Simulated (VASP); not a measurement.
# AlN: single point with PBE

AlN:

```xyz
12
Lattice="2.1840 -2.1840 0.0000 2.1840 0.0000 -2.1840 9.0246 9.0246 9.0246" Properties=species:S:1:pos:R:3 pbc="T T T"
Al    3.4577   -0.9103   -0.9103
Al    7.8257    7.8257    7.8257
Al    3.4577    1.2737    1.2737
Al    7.8257    3.4577    3.4577
Al    3.4577    3.4577    3.4577
Al    7.8257    5.6417    5.6417
N     6.7337    2.3657    2.3657
N     6.7337    0.1817    0.1817
N     6.7337    4.5497    4.5497
N    11.1017    6.7337    6.7337
N     6.7337    6.7337    6.7337
N     2.3657    0.1817    0.1817
```

| Item | Value |
| --- | --- |
| Program | VASP 6.6.1 |
| Task | single point |
| Functional | PBE |
| Potentials or basis | VASP PAW PBE potentials, release 64 (Al, N) |
| Cutoff | 520 eV |
| k mesh | 8 × 8 × 2 |
| Occupations | gaussian, width 0.05 eV |
| Spin | no spin polarisation |
| Dipole correction | no |
| Further INCAR settings | ALGO = Normal; EDIFF = 1e-07; NBANDS = 36 |

| Quantity | Value |
| --- | --- |
| Pressure | 1.4 GPa |
| Largest force | 2.470 eV/Å |
| Band gap on the k mesh | 1.96 eV, indirect (least direct gap 2.45 eV) |

Forces on the atoms (eV/Å):
```
Al  -1.426 -1.426 -1.426
Al   0.739  0.739  0.739
Al   0.225  0.225  0.225
Al   0.218  0.218  0.218
Al   0.219  0.219  0.219
Al   0.236  0.236  0.236
N   -0.218 -0.218 -0.218
N   -0.217 -0.217 -0.217
N   -0.220 -0.220 -0.220
N    0.982  0.982  0.982
N   -0.243 -0.243 -0.243
N   -0.295 -0.295 -0.295
```

Stress tensor (GPa, compression positive):
```
 1.42 -2.62 -2.62
-2.62  1.42 -2.62
-2.62 -2.62  1.42
```

Levels at points of the mesh, in eV from the valence-band top:
| k point | band 21 | band 22 | band 23 | band 24 | band 25 | band 26 | band 27 | band 28 |
| --- | --- | --- | --- | --- | --- | --- | --- | --- |
| (0.00, 0.00, 0.00) | -0.80 | -0.80 | 0.00 | 0.00 | 2.45 | 4.03 | 4.41 | 5.58 |
| (0.50, 0.00, 0.00) | -2.08 | -1.61 | -1.10 | -0.77 | 1.96 | 3.31 | 3.75 | 5.20 |
| (0.00, 0.00, 0.50) | -0.80 | -0.80 | 0.00 | 0.00 | 2.70 | 3.52 | 5.01 | 5.20 |
| (0.50, 0.00, 0.50) | -2.00 | -1.61 | -1.16 | -0.77 | 2.11 | 2.85 | 4.52 | 4.84 |

It took 3.9 min on 1 thread of AMD EPYC 7R13 (shared host), peak memory 0.24 GiB.

Caveat: forces of over 1 eV/Å act on the atoms, so gaps and moduli don't describe the material at rest. A k mesh can miss the band edges.
